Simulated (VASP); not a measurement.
Runs of VASP 6.6.1 on CaHfH6. The structure is that of space group Fm-3m (No. 225), or close to it. The cells are those of the table. 

| task | cell | k mesh | cutoff (eV) | smearing | gap on the mesh (eV) | pressure (GPa) | relaxed volume (Å³/atom) | largest force (eV/Å) |
| --- | --- | --- | --- | --- | --- | --- | --- | --- |
| single point | a = 5.857 Å, angles 60.0°, 8 atoms | 6 × 6 × 6 | 520 | gaussian 0.02 eV | 2.45 | -0.1 | - | 0.03 |
| single point | a = 5.866 Å, angles 60.0°, 8 atoms | 4 × 4 × 4 | 520 | gaussian 0.1 eV | 2.46 | -0.3 | - | 0.03 |
| relaxation of cell and atoms | relaxed from a = 6.135 Å, angles 60.0°, 8 atoms | 4 × 4 × 4 | 600 | gaussian 0.1 eV | (c) | 0.2 | 17.60 | 0.03 |
| single point | a = 6.135 Å, angles 60.0°, 8 atoms | 4 × 4 × 4 | 520 | gaussian 0.1 eV | (b) | -5.4 | - | 1.23 |
| relaxation of cell and atoms | relaxed from a = 5.866 Å, angles 60.0°, 8 atoms | 6 × 6 × 6 | 600 | gaussian 0.02 eV | 2.45 | -0.1 | (a) | - |

Alike in all rows: level PBE; potentials or basis VASP PAW PBE potentials, release 64 (Ca_sv, Hf_pv, H); no spin polarisation.

Q: Fill in the values left out.

A: (a) 17.77; (b) 2.40; (c) 2.43.

Caveats: spin-orbit coupling is left out, which moves the levels of the heavy elements; forces of over 1 eV/Å act on the atoms, so gaps and moduli don't describe the material at rest (some runs).

A k mesh can miss the band edges, and the runs leave out spin-orbit coupling on Hf.
